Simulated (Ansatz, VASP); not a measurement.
ZnS: VASP beside Ansatz

Contents of INCAR:

```
SYSTEM = ZnS
  PREC = Accurate
  ENCUT = 500
  EDIFF = 1E-6
  ISMEAR = 0
  SIGMA = 0.01
  LREAL = .FALSE.
  LASPH = .TRUE.
  NELM = 120
  ALGO = Normal
  ISIF = 2
  LWAVE = .FALSE.
  LCHARG = .FALSE.
  GGA = PE
  NBANDS = 16
  GGA_COMPAT = .FALSE.
```

The input KPOINTS:

```
regular mesh
0
G
  6 6 6
  0 0 0
```

Contents of POSCAR:

```
ZnS
1.0
    0.0000000000      2.6940072897      2.6940072897
    2.6940072897      0.0000000000      2.6940072897
    2.6940072897      2.6940072897      0.0000000000
Zn S
1 1
Direct
    0.2500000000      0.2500000000      0.2500000000
    0.0000000000      0.0000000000      0.0000000000
```

Input for Ansatz:

```yaml
crystal:
  lattice:
    - [0.0, 2.6940072897, 2.6940072897]
    - [2.6940072897, 0.0, 2.6940072897]
    - [2.6940072897, 2.6940072897, 0.0]
  atoms:
    - { symbol: Zn, position: [0.25, 0.25, 0.25] }
    - { symbol: S, position: [0.0, 0.0, 0.0] }
kpoints:
  mp_grid: { grid: [6, 6, 6] }
hamiltonian:
  xc: pbe
scf:
  occupations: { method: fixed }
  n_extra_bands: 4
output:
  forces: true
  stress: true
  eigenvalues: true
```

Alike in both runs: task single point; functional PBE; k mesh 6 × 6 × 6; no spin polarisation.

|  | VASP | Ansatz |
| --- | --- | --- |
| version | VASP 6.6.1 | Ansatz 0.2.0 |
| potentials or method | VASP PAW PBE potentials, release 64 (Zn, S) | plane waves, PAW |
| plane-wave cutoff (eV) | 500 | 420 |
| occupations | gaussian, width 0.01 eV | fixed |
| valence electrons in the cell | 18 | 18 |

```tsv
	VASP	Ansatz	Ansatz less VASP
gap on the k mesh at the Fermi level (eV)	2.15	2.15	-0.005
pressure (GPa)	2.5	2.3	-0.16
```
